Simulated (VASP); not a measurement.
# HoAl3Br (R-3m) in VASP: a series of runs

Runs on HoAl3Br. Level: PBE. Tasks: single point, relaxation of cell and atoms.

Everything below comes from runs of VASP 6.6.1. Logs are shortened: lines on timing, memory, paths and dates and some standing lists are left out, and cuts for length are marked.

### Step 1. The cell of the first run

Symmetry: R-3m, No. 166, trigonal system. Conventional cell: a = 5.197 Å, b = 5.197 Å, c = 12.968 Å, α = 90.00°, β = 90.00°, γ = 120.00°. Ho (site symmetry -3m) has 6 Al at 2.60 Å within 3.4 Å. Al (site symmetry 2/m) has 2 Ho at 2.60 Å and 4 Al at 2.60 Å and 2 Br at 2.63 Å within 3.4 Å. Br (site symmetry -3m) has 6 Al at 2.63 Å within 3.5 Å.

The cell was generated, and may not be a known phase.

### Step 2. Single point, PBE

File INCAR:

```
SYSTEM = HoAl3Br
PREC = Accurate ; ENCUT = 500
EDIFF = 1E-6 ; ISMEAR = 0
SIGMA = 0.1 ; LREAL = .FALSE.
LASPH = .TRUE. ; NELM = 200
ALGO = Normal ; ISIF = 2
LWAVE = .FALSE. ; LCHARG = .TRUE.
GGA = PE ; LELF = .TRUE.
LVHAR = .TRUE. ; NBANDS = 20
GGA_COMPAT = .FALSE. ; LMAXMIX = 6
```

File KPOINTS:

```
Automatic mesh
0
G
  6 6 6
  0 0 0
```

File POSCAR:

```
HoAl3Br
1.0
    2.5983608800      1.5001643600      4.3227600000
   -2.5983608800      1.5001643600      4.3227600000
    0.0000000000     -3.0003287100      4.3227600000
Ho Al Br
1 3 1
Direct
    0.5000000000      0.5000000000      0.5000000000
    0.0000000000      0.0000000000      0.5000000000
    0.5000000000      0.0000000000      0.0000000000
    0.0000000000      0.5000000000      0.0000000000
    0.0000000000      0.0000000000      0.0000000000
```

Potentials or basis: VASP PAW PBE potentials, release 64 (Ho_3, Al, Br), 4f in core.

On the command line:

```bash
$ cat potpaw_PBE.64/Ho_3/POTCAR potpaw_PBE.64/Al/POTCAR potpaw_PBE.64/Br/POTCAR > POTCAR
$ mpirun -np 1 vasp_std > vasp.out
```

OUTCAR:

```text
SYSTEM = HoAl3Br
   PREC = Accurate
   ENCUT = 500
   EDIFF = 1E-6
   ISMEAR = 0
   LREAL = .FALSE.
   LASPH = .TRUE.
   NELM = 200
   ISIF = 2
   GGA = PE

 ion  position               nearest neighbor table
   1  0.500  0.500  0.500-   2 2.60   2 2.60   3 2.60   3 2.60   4 2.60   4 2.60
   2  0.000  0.000  0.500-   1 2.60   1 2.60   3 2.60   4 2.60   4 2.60   3 2.60   5 2.63   5 2.63

   3  0.500  0.000  0.000-   4 2.60   4 2.60   1 2.60   1 2.60   2 2.60   2 2.60   5 2.63   5 2.63

   4  0.000  0.500  0.000-   3 2.60   3 2.60   2 2.60   1 2.60   1 2.60   2 2.60   5 2.63   5 2.63

   5  0.000  0.000  0.000-   2 2.63   2 2.63   4 2.63   3 2.63   4 2.63   3 2.63

  LATTYP: Found a trigonal (rhomboedric) cell.
 ALAT       =     5.2619603179
 COS(alpha) =     0.5123212885

  Lattice vectors:

 A1 = (   2.5983608800,   1.5001643600,   4.3227600000)
 A2 = (  -2.5983608800,   1.5001643600,   4.3227600000)
 A3 = (   0.0000000000,  -3.0003287100,   4.3227600000)

Analysis of symmetry for initial positions (statically):
=====================================================================
 Subroutine PRICEL returns:
 Original cell was already a primitive cell.

 Routine SETGRP: Setting up the symmetry group for a
 trigonal (rhombohedral) supercell.

 Subroutine GETGRP returns: Found 12 space group operations
 (whereof 12 operations were pure point group operations)
 out of a pool of 12 trial point group operations.

The static configuration has the point symmetry D_3d.

Analysis of symmetry for dynamics (positions and initial velocities):
=====================================================================
 Subroutine PRICEL returns:
 Original cell was already a primitive cell.

 Routine SETGRP: Setting up the symmetry group for a
 trigonal (rhombohedral) supercell.

 Subroutine GETGRP returns: Found 12 space group operations
 (whereof 12 operations were pure point group operations)
 out of a pool of 12 trial point group operations.

The dynamic configuration has the point symmetry D_3d.

 Subroutine INISYM returns: Found 12 space group operations
 (whereof 12 operations are pure point group operations),
 and found     1 'primitive' translations

----------------------------------------------------------------------------------------

                                     Primitive cell

  volume of cell :     101.0999

  direct lattice vectors                    reciprocal lattice vectors
     2.598360880  1.500164360  4.322760000     0.192429005  0.111098938  0.077111228
    -2.598360880  1.500164360  4.322760000    -0.192429005  0.111098938  0.077111228
     0.000000000 -3.000328710  4.322760000     0.000000000 -0.222197876  0.077111228

  length of vectors
     5.261960318  5.261960318  5.261960318     0.235197869  0.235197869  0.235197869

  position of ions in fractional coordinates (direct lattice)
     0.500000000  0.500000000  0.500000000
     0.000000000  0.000000000  0.500000000
     0.500000000  0.000000000  0.000000000
     0.000000000  0.500000000  0.000000000
     0.000000000  0.000000000  0.000000000

  ion indices of the primitive-cell ions
   primitive index   ion index
                 1           1
                 2           2
                 3           3
                 4           4
                 5           5

----------------------------------------------------------------------------------------

 KPOINTS: Automatic mesh

Automatic generation of k-mesh.
 Grid dimensions read from file:
 generate k-points for:    6    6    6

 Generating k-lattice:

  Cartesian coordinates                     Fractional coordinates (reciprocal lattice)
     0.032071501  0.018516490  0.012851871     0.166666667  0.000000000  0.000000000
    -0.032071501  0.018516490  0.012851871     0.000000000  0.166666667  0.000000000
     0.000000000 -0.037032979  0.012851871     0.000000000  0.000000000  0.166666667

  Length of vectors
     0.039199645  0.039199645  0.039199645

  Shift w.r.t. Gamma in fractional coordinates (k-lattice)
     0.000000000  0.000000000  0.000000000

 Subroutine IBZKPT returns following result:
 ===========================================

 Found     32 irreducible k-points:

 Following reciprocal coordinates:
            Coordinates               Weight
  0.000000  0.000000  0.000000      1.000000
  0.166667  0.000000  0.000000      6.000000
  0.333333  0.000000 -0.000000      6.000000
  0.500000  0.000000  0.000000      3.000000
  0.166667  0.166667  0.000000      6.000000
  0.333333  0.166667  0.000000     12.000000
[... 16 lines left out ...]
  0.500000  0.500000  0.166667      6.000000
 -0.333333  0.500000  0.166667     12.000000
 [... further k-points ...]
   k-points           NKPTS =     32   k-points in BZ     NKDIM =     32   number of bands    NBANDS=     20
   number of dos      NEDOS =    301   number of ions     NIONS =      5
   total plane-waves  NPLWV =  64000
   dimension x,y,z NGX =    40 NGY =   40 NGZ =   40
   dimension x,y,z NGXF=    80 NGYF=   80 NGZF=   80
   ions per type =               1   3   1
   NGX,Y,Z   is equivalent  to a cutoff of  12.64, 12.64, 12.64 a.u.
   NGXF,Y,Z  is equivalent  to a cutoff of  25.28, 25.28, 25.28 a.u.
 SYSTEM =  HoAl3Br
   PREC   = accura    normal or accurate (medium, high low for compatibility)
   ISTART =      0    job   : 0-new  1-cont  2-samecut
   ICHARG =      2    charge: 1-file 2-atom 10-const
   ISPIN  =      1    spin polarized calculation?
   LNONCOLLINEAR =      F non collinear calculations
   LSORBIT =      F    spin-orbit coupling
   LASPH  =      T    aspherical Exc in radial PAW
   ENCUT  =  500.0 eV  36.75 Ry    6.06 a.u.   9.59  9.59  9.59*2*pi/ulx,y,z
   NELM   =    200;   NELMIN=  2; NELMDL= -5     # of ELM steps
   EDIFF  = 0.1E-05   stopping-criterion for ELM
   LREAL  =      F    real-space projection
   EDIFFG = 0.1E-04   stopping-criterion for IOM
   NSW    =      0    number of steps for IOM
   IBRION =     -1    ionic relax: 0-MD 1-quasi-New 2-CG
   NFREE  =      0    steps in history (QN), initial steepest desc. (CG)
   ISIF   =      2    stress and relaxation
   ISYM   =      2    0-nonsym 1-usesym 2-fastsym
   POTIM  = 0.5000    time-step for ionic-motion
   TEBEG  =    0.0;   TEEND  =   0.0 temperature during run
   PSTRESS=    0.0 pullay stress
   NELECT =      25.0000    total number of electrons
   NUPDOWN=      -1.0000    fix difference up-down
   EMIN   =  10.00;   EMAX   =-10.00  energy-range for DOS
   EFERMI =   0.00;   METHOD = LEGACY
   ISMEAR =     0;   SIGMA  =   0.10  broadening in eV -4-tet -1-fermi 0-gaus
   EFERMI_NEDOS =   21; number of points for ismear=-14 and -15
   IALGO  =     38    algorithm
   IMIX   =      4    mixing-type and parameters
     AMIX     =   0.40;   BMIX     =  1.00
     AMIX_MAG =   1.60;   BMIX_MAG =  1.00
  volume/ion in A,a.u.               =      20.22       136.45
  Fermi-wavevector in a.u.,A,eV,Ry     =   1.027554  1.941795 14.365942  1.055867
  Thomas-Fermi vector in A             =   2.161505
   LORBIT       =      0    0 simple, 1 ext, 2 COOP (PROOUT), +10 PAW based schemes
   GGA     = PE    functional components
   LHFCALC =     F    Hartree Fock is set to
   AEXX    =    0.0000 exact exchange contribution
   IVDW    =     0    specifies the selected vdW correction
   LEPSILON=     F    determine dielectric tensor
   LRPA    =     F    only Hartree local field effects (RPA)
 non-spin polarized calculation
 Gauss-broadening in eV      SIGMA  =   0.10
  energy-cutoff  :      500.00
  volume of cell :      101.10
 maximum number of plane-waves:      2613
 NGX is ok and might be reduce to    40
   NGX = 19   NGY = 19   NGZ = 19

 number of electron      24.9999999 magnetization

 Free energy of the ion-electron system (eV)
  ---------------------------------------------------
  ext. energy  EPLUGINS =         0.00000000
  ---------------------------------------------------
  free energy    TOTEN  =       -13.05282612 eV

  energy without entropy =      -13.03635220  energy(sigma->0) =      -13.04458916

 E-fermi :   6.1123     XC(G=0):  -9.7780

 val. band max:        6.0925161732   @ k =   0.3333   0.3333  -0.0000
 cond. band min:       6.1173747336   @ k =  -0.3333   0.3333   0.1667
 fundamental gap:      0.0248585604
 Fermi energy:         6.1123018675

 k-point     1 :       0.0000    0.0000    0.0000
  band No.  band energies     occupation
      1     -17.5564      2.00000
      2     -17.3117      2.00000
      3     -17.3117      2.00000
      4     -11.9950      2.00000
      5      -2.0219      2.00000
      6      -1.6770      2.00000
[... 12 lines left out ...]
     19      11.4029      0.00000
     20      11.4029      0.00000

 k-point     2 :       0.1667    0.0000    0.0000
  band No.  band energies     occupation
      1     -17.5570      2.00000
      2     -17.3218      2.00000
      3     -17.3139      2.00000
      4     -11.9705      2.00000
      5      -2.3984      2.00000
      6      -1.4085      2.00000
[... 12 lines left out ...]
     19      11.0720      0.00000
     20      11.1077      0.00000

 k-point     3 :       0.3333    0.0000   -0.0000
  band No.  band energies     occupation
      1     -17.5580      2.00000
      2     -17.3418      2.00000
      3     -17.3182      2.00000
      4     -11.9215      2.00000
      5      -2.8104      2.00000
      6      -1.1994      2.00000
[... 12 lines left out ...]
     19      10.4742      0.00000
     20      10.5161      0.00000

 k-point     4 :       0.5000    0.0000    0.0000
  band No.  band energies     occupation
      1     -17.5586      2.00000
      2     -17.3517      2.00000
      3     -17.3204      2.00000
      4     -11.8970      2.00000
      5      -2.9710      2.00000
      6      -1.1355      2.00000
[... 12 lines left out ...]
     19       9.8178      0.00000
     20      10.0528      0.00000

 k-point     5 :       0.1667    0.1667    0.0000
  band No.  band energies     occupation
      1     -17.5579      2.00000
      2     -17.3210      2.00000
      3     -17.3147      2.00000
      4     -11.9624      2.00000
      5      -2.7080      2.00000
      6      -1.0422      2.00000
[... 12 lines left out ...]
     19      10.6818      0.00000
     20      10.8564      0.00000

 k-point     6 :       0.3333    0.1667    0.0000
  band No.  band energies     occupation
      1     -17.5591      2.00000
      2     -17.3341      2.00000
      3     -17.3195      2.00000
      4     -11.9253      2.00000
      5      -2.9599      2.00000
      6      -0.9098      2.00000
[... 12 lines left out ...]
     19      10.1647      0.00000
     20      11.1458      0.00000

 k-point     7 :       0.5000    0.1667    0.0000
  band No.  band energies     occupation
      1     -17.5593      2.00000
      2     -17.3463      2.00000
      3     -17.3250      2.00000
      4     -11.8965      2.00000
      5      -2.9994      2.00000
      6      -1.0703      2.00000
[... 12 lines left out ...]
     19       9.7822      0.00000
     20      10.3321      0.00000
[... 277 lines left out ...]
 k-point    20 :       0.5000    0.3333    0.1667
  band No.  band energies     occupation
      1     -17.5628      2.00000
      2     -17.3330      2.00000
      3     -17.3203      2.00000
      4     -11.8920      2.00000
      5      -3.4846      2.00000
      6      -0.8009      2.00000
[... 12 lines left out ...]
     19      10.1512      0.00000
     20      11.1948      0.00000

 k-point    21 :      -0.3333    0.3333    0.1667
  band No.  band energies     occupation
      1     -17.5609      2.00000
      2     -17.3442      2.00000
      3     -17.3264      2.00000
      4     -11.8877      2.00000
      5      -3.1459      2.00000
      6      -1.2117      2.00000
[... 12 lines left out ...]
     19      10.0319      0.00000
     20      10.6098      0.00000

 k-point    22 :      -0.1667    0.3333    0.1667
  band No.  band energies     occupation
      1     -17.5590      2.00000
      2     -17.3444      2.00000
      3     -17.3263      2.00000
      4     -11.9043      2.00000
      5      -2.8102      2.00000
      6      -1.3767      2.00000
[... 12 lines left out ...]
     19       9.9429      0.00000
     20      10.5938      0.00000

 k-point    23 :       0.5000    0.5000    0.1667
  band No.  band energies     occupation
      1     -17.5632      2.00000
      2     -17.3375      2.00000
      3     -17.3208      2.00000
      4     -11.8872      2.00000
      5      -3.4572      2.00000
      6      -0.7755      2.00000
[... 12 lines left out ...]
     19      10.4009      0.00000
     20      11.2937      0.00000

 k-point    24 :      -0.3333    0.5000    0.1667
  band No.  band energies     occupation
      1     -17.5616      2.00000
      2     -17.3419      2.00000
      3     -17.3279      2.00000
      4     -11.8871      2.00000
      5      -3.1967      2.00000
      6      -0.9251      2.00000
[... 12 lines left out ...]
     19      10.5415      0.00000
     20      10.9730      0.00000

 [... further k-points ...]

------------------------ aborting loop because EDIFF is reached ----------------------------------------

  FORCE on cell =-STRESS in cart. coord.  units (eV):
  Direction    XX          YY          ZZ          XY          YZ          ZX
  --------------------------------------------------------------------------------------
  -------------------------------------------------------------------------------------
  Total       24.6942120     24.6942121      8.8865081      0.0000000      0.0000000      0.0000000
  in kB      391.3407461    391.3407478    140.8286566      0.0000000      0.0000001      0.0000000
  external PRESSURE =     307.8367169 kB  Pullay stress =       0.0000000 kB

 VOLUME and BASIS-vectors are now :
 -----------------------------------------------------------------------------
  energy-cutoff  :      500.00
  volume of cell :      101.10
      direct lattice vectors                 reciprocal lattice vectors
     2.598360880  1.500164360  4.322760000     0.192429005  0.111098938  0.077111228
    -2.598360880  1.500164360  4.322760000    -0.192429005  0.111098938  0.077111228
     0.000000000 -3.000328710  4.322760000     0.000000000 -0.222197876  0.077111228

 POSITION                                       TOTAL-FORCE (eV/Angst)
 -----------------------------------------------------------------------------------
      0.00000      0.00000      6.48414         0.000000      0.000000     -0.000000
      0.00000     -1.50016      2.16138         0.000000     -0.000000     -0.000000
      1.29918      0.75008      2.16138         0.000000     -0.000000      0.000000
     -1.29918      0.75008      2.16138        -0.000000     -0.000000      0.000000
      0.00000      0.00000      0.00000         0.000000     -0.000000      0.000000
 -----------------------------------------------------------------------------------
    total drift:                               -0.000000      0.000000     -0.000000

  FREE ENERGIE OF THE ION-ELECTRON SYSTEM (eV)
  ---------------------------------------------------
  free  energy   TOTEN  =       -13.0528261229 eV

  energy  without entropy=      -13.0363521969  energy(sigma->0) =      -13.04458916
```

Run time: 42 s. Hardware: 1 thread of Intel Xeon 6975P-C (Granite Rapids), shared host; peak memory 0.27 GiB.

What came out:

- Free energy: -13.0528 eV
- Pressure: 30.8 GPa
- Band gap on the k mesh: zero (an odd number of electrons rules out a gap without spin polarisation)

Levels at points of the mesh, in eV from the Fermi level:
```csv
k point,band 9,band 10,band 11,band 12,band 13,band 14,band 15,band 16,band 17,band 18
"(0.00, 0.00, 0.00)",-3.38,-3.38,-2.21,-0.51,0.19,0.19,0.76,0.76,3.51,5.13
"(0.50, 0.00, 0.00)",-2.99,-2.44,-2.31,-0.85,1.20,1.23,1.49,1.77,2.12,2.65
"(0.50, 0.50, 0.00)",-3.46,-2.50,-1.04,-0.92,-0.07,0.64,2.05,2.22,2.45,4.35
"(0.50, 0.50, 0.50)",-3.50,-1.52,-1.52,-0.57,-0.42,-0.42,2.00,2.00,2.23,2.26
```

Caveat: the stress differs along the axes, from 14 to 39 GPa; spin-orbit coupling is left out, which moves the levels of the heavy elements; the 4f electrons are frozen in the core, so they carry no moment and show no levels; the run has no spin polarisation, though such a crystal can be magnetic. Spin polarisation is off, so any magnetic state and its effect on volume and gap are missing.

(Continued in part 2 of 2.)

The gap in the log of VASP goes by the Fermi energy; the results here count the filled bands.